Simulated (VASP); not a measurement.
A run of VASP 6.6.1 is set up as follows.

INCAR

```
PREC = Accurate
ENCUT = 500
EDIFF = 1E-6
ISMEAR = 0
SIGMA = 0.1
LREAL = F
LASPH = T
NELM = 120
ALGO = Normal
ISIF = 2
LWAVE = F
LCHARG = F
GGA = PS
NBANDS = 13
GGA_COMPAT = F
```

The input KPOINTS:

```
regular mesh
0
Gamma
  16 16 16
```

POSCAR

```
Pb
1.0
    0.0000000000      2.4654364321      2.4654364321
    2.4654364321      0.0000000000      2.4654364321
    2.4654364321      2.4654364321      0.0000000000
Pb
1
Direct
    0.0000000000      0.0000000000      0.0000000000
```

Potentials or basis: VASP PAW PBE potentials, release 64 (Pb_d).

The run is started by

```console
$ cat potpaw_PBE.64/Pb_d/POTCAR > POTCAR
$ mpirun -np 1 vasp_std > vasp.out
```

Q: Estimate the pressure.

A: -0.1 GPa.

Q: What does it give for the band gap on the k mesh?

A: Zero (band 7 reaches 14.73 eV, above the bottom of band 8 at 5.50 eV).

Caveat: the PAW data sets were made with another functional, which shifts forces and pressure a little; spin-orbit coupling is left out, which moves the levels of the heavy elements.
